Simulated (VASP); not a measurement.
# Ti (C2/c) in VASP: further runs, part 2 of 2

VASP 6.6.1. Earlier steps stand in the parts before.

## (4) Single point, PBE (strain -0.0100 x Voigt [0, 0, 0, 0, 1, 0])

The input, INCAR:

```
SYSTEM = Ti
PREC = Accurate
ENCUT = 520
EDIFF = 1E-7
ISMEAR = 0
SIGMA = 0.15
LREAL = .False.
LASPH = .True.
NELM = 60
ALGO = Fast
ISIF = 2
LWAVE = .False.
LCHARG = .True.
GGA = PE
LELF = .True.
LVHAR = .True.
NBANDS = 19
```

The input, KPOINTS:

```
Automatic mesh
0
Gamma
  18 18 10
  0 0 0
```

The input, POSCAR:

```
Ti
1.0
    2.9499978604      0.0000000000     -0.0147499893
   -1.4749989302      2.5547730882      0.0073749947
   -0.0234300000      0.0000000000      4.6860000000
Ti
2
Direct
    0.3333333333      0.6666666667      0.2500000000
    0.6666666667      0.3333333333      0.7500000000
```

Potentials or basis: VASP PAW PBE potentials, release 64 (Ti_sv).

On the command line:

```sh
$ cat potpaw_PBE.64/Ti_sv/POTCAR > POTCAR
$ mpirun -np 1 vasp_std > vasp.out
```

OUTCAR:

```text
SYSTEM = Ti
   PREC = Accurate
   ENCUT = 520
   EDIFF = 1E-7
   ISMEAR = 0
   LREAL = .False.
   LASPH = .True.
   NELM = 60
   ISIF = 2
   GGA = PE

 ion  position               nearest neighbor table
   1  0.333  0.667  0.250-   2 2.88   2 2.88   2 2.90   2 2.90   2 2.91   2 2.91
   2  0.667  0.333  0.750-   1 2.88   1 2.88   1 2.90   1 2.90   1 2.91   1 2.91

  LATTYP: Found a base centered monoclinic cell.
 ALAT       =     2.9500347351
 B/A-ratio  =     1.7320291573
 C/A-ratio  =     1.5884757284
 COS(beta)  =    -0.0099997500

  Lattice vectors:

 A1 = (   1.4749989302,  -2.5547730882,  -0.0073749947)
 A2 = (   1.4749989302,   2.5547730882,  -0.0073749946)
 A3 = (  -0.0234300000,   0.0000000000,   4.6860000000)

Analysis of symmetry for initial positions (statically):
=====================================================================
 Subroutine PRICEL returns:
 Original cell was already a primitive cell.

 Routine SETGRP: Setting up the symmetry group for a
 base centered monoclinic supercell.

 Subroutine GETGRP returns: Found  4 space group operations
 (whereof  2 operations were pure point group operations)
 out of a pool of  4 trial point group operations.

The static configuration has the point symmetry S_2 .
 The point group associated with its full space group is C_2h.

Analysis of symmetry for dynamics (positions and initial velocities):
=====================================================================
 Subroutine PRICEL returns:
 Original cell was already a primitive cell.

 Routine SETGRP: Setting up the symmetry group for a
 base centered monoclinic supercell.

 Subroutine GETGRP returns: Found  4 space group operations
 (whereof  2 operations were pure point group operations)
 out of a pool of  4 trial point group operations.

The dynamic configuration has the point symmetry S_2 .
 The point group associated with its full space group is C_2h.

[... 115 lines left out ...]
   IALGO  =     68    algorithm
   IMIX   =      4    mixing-type and parameters
     AMIX     =   0.40;   BMIX     =  1.00
     AMIX_MAG =   1.60;   BMIX_MAG =  1.00
  volume/ion in A,a.u.               =      17.66       119.16
  Fermi-wavevector in a.u.,A,eV,Ry     =   1.439318  2.719917 28.186323  2.071636
  Thomas-Fermi vector in A             =   2.558187
   LORBIT       =      0    0 simple, 1 ext, 2 COOP (PROOUT), +10 PAW based schemes
   GGA     = PE    functional components
   LHFCALC =     F    Hartree Fock is set to
   AEXX    =    0.0000 exact exchange contribution
   IVDW    =     0    specifies the selected vdW correction
   LEPSILON=     F    determine dielectric tensor
   LRPA    =     F    only Hartree local field effects (RPA)
 non-spin polarized calculation
 RMM-DIIS sequential band-by-band and
 Gauss-broadening in eV      SIGMA  =   0.15
  energy-cutoff  :      520.00
  volume of cell :       35.32
 maximum number of plane-waves:       980
 NGX is ok and might be reduce to    24
   NGX = 11   NGY = 11   NGZ = 17

 number of electron      24.0000001 magnetization

 Free energy of the ion-electron system (eV)
  ---------------------------------------------------
  ext. energy  EPLUGINS =         0.00000000
  ---------------------------------------------------
  free energy    TOTEN  =       -15.67950575 eV

  energy without entropy =      -15.65571867  energy(sigma->0) =      -15.66761221

 E-fermi :   8.1617     XC(G=0): -11.4198

 val. band max:        8.1601084044   @ k =   0.1667  -0.0000  -0.0000
 cond. band min:       8.1619202873   @ k =  -0.3333  -0.4444   0.3000
 fundamental gap:      0.0018118829
 Fermi energy:         8.1617061063

 k-point     1 :       0.0000    0.0000    0.0000
  band No.  band energies     occupation
      1     -48.7237      2.00000
      2     -48.5972      2.00000
      3     -25.2906      2.00000
      4     -24.6805      2.00000
      5     -24.6804      2.00000
      6     -24.6237      2.00000
[... 505 lines left out ...]
      6     -24.7464      2.00000
[... 11 lines left out ...]
     18      10.4781      0.00000
     19      11.5140      0.00000

 [... further k-points ...]

------------------------ aborting loop because EDIFF is reached ----------------------------------------

  FORCE on cell =-STRESS in cart. coord.  units (eV):
  Direction    XX          YY          ZZ          XY          YZ          ZX
  --------------------------------------------------------------------------------------
  -------------------------------------------------------------------------------------
  Total       -0.4343760     -0.4366152     -0.5368931      0.0000000     -0.0000000      0.0914343
  in kB      -19.7065635    -19.8081503    -24.3575129      0.0000000     -0.0000000      4.1481472
  external PRESSURE =     -21.2907422 kB  Pullay stress =       0.0000000 kB

 VOLUME and BASIS-vectors are now :
 -----------------------------------------------------------------------------
  energy-cutoff  :      520.00
  volume of cell :       35.32
      direct lattice vectors                 reciprocal lattice vectors
     2.949997860  0.000000000 -0.014749989     0.338991772  0.195712098  0.001694959
    -1.474998930  2.554773088  0.007374995     0.000000000  0.391424195  0.000000000
    -0.023430000  0.000000000  4.686000000     0.001067035 -0.000000000  0.213406957

 POSITION                                       TOTAL-FORCE (eV/Angst)
 -----------------------------------------------------------------------------------
     -0.00586      1.70318      1.17150        -0.000000      0.000135      0.000000
      1.45743      0.85159      3.50713         0.000000     -0.000135     -0.000000
 -----------------------------------------------------------------------------------
    total drift:                                0.000000     -0.000000     -0.000000

  FREE ENERGIE OF THE ION-ELECTRON SYSTEM (eV)
  ---------------------------------------------------
  free  energy   TOTEN  =       -15.6795057463 eV

  energy  without entropy=      -15.6557186699  energy(sigma->0) =      -15.66761221
```

It took 18 min on 1 thread of Intel Xeon Platinum 8488C (Sapphire Rapids), shared host; peak memory 0.55 GiB.

What came out:

```
Free energy            : -15.6795 eV
Pressure               : -2.1 GPa
Band gap on the k mesh : zero (bands 12 and 13 overlap by 1.10 eV)
```

Caveat: the cell differs from its parent crystal (strain -0.0100 x Voigt [0, 0, 0, 0, 1, 0]).

## (5) Summary

| cell | further INCAR settings | gap on the mesh (eV) | pressure (GPa) |
| --- | --- | --- | --- |
| a = 2.950, b = 2.950, c = 4.686 Å, angles 89.4, 91.1, 120.0°, 2 atoms | ALGO = Fast; EDIFF = 1e-07; NBANDS = 19 | none | -2.1 |
| a = 2.950, b = 2.950, c = 4.686 Å, angles 90.4, 89.1, 120.0°, 2 atoms | ALGO = Fast; EDIFF = 1e-06; NBANDS = 19 | none | -2.1 |
| a = 2.950, b = 2.950, c = 4.686 Å, angles 89.7, 90.6, 120.0°, 2 atoms | ALGO = Fast; EDIFF = 1e-07; NBANDS = 19 | none | -2.1 |

Alike in all rows: task single point; level PBE; potentials or basis VASP PAW PBE potentials, release 64 (Ti_sv); no spin polarisation; k mesh 18 × 18 × 10; cutoff (eV) 520; smearing gaussian 0.15 eV.

Total energies depend on the potentials used, so only differences within one code and one set of settings carry meaning.
